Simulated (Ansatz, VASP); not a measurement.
**HfO2: VASP beside Ansatz**

```
Hf O
1.0
     3.44211    0.00000    0.00000
     0.00000    3.71272    0.00000
     0.00000    0.00000    5.30559
Hf O
2 4
Direct
  0.50000 0.50000 0.49295
  0.00000 0.00000 0.00705
  0.00000 0.50000 0.69496
  0.50000 0.00000 0.80504
  0.50000 0.00000 0.31012
  0.00000 0.50000 0.18988
```

Alike in both runs: task single point; functional PBE; k mesh 6 × 6 × 4; occupations gaussian, width 0.02 eV; no spin polarisation.

|  | VASP | Ansatz |
| --- | --- | --- |
| version | VASP 6.6.1 | Ansatz 0.2.0 |
| potentials or method | VASP PAW PBE potentials, release 64 (Hf_pv, O), cutoff 520 eV | scalar-relativistic, plane waves, PAW |
| valence electrons in the cell | 44 | 76 |

VASP gave:

- gap on the k mesh at the Fermi level (eV): 4.48
- least direct gap on the mesh (eV): 4.53
- pressure (GPa): 0.2
- traceless stress, the component that is largest in VASP (GPa): 6.52
- rms of the force components (eV/Å): 0.029

Task: Estimate Ansatz's values.

Result: gap on the k mesh at the Fermi level (eV): 4.51; least direct gap on the mesh (eV): 4.55; pressure (GPa): 3.3; traceless stress, the component that is largest in VASP (GPa): 6.66; rms of the force components (eV/Å): 0.000.

Atom by atom the forces differ by 0.029 eV/Å (rms over components). The functional is the same, so the differences come from potentials, cutoffs and numerics. VASP's potentials hold 44 valence electrons a cell and Ansatz's 76, so a difference there can come from the potentials and not from the codes.

Spin-orbit coupling is off throughout.
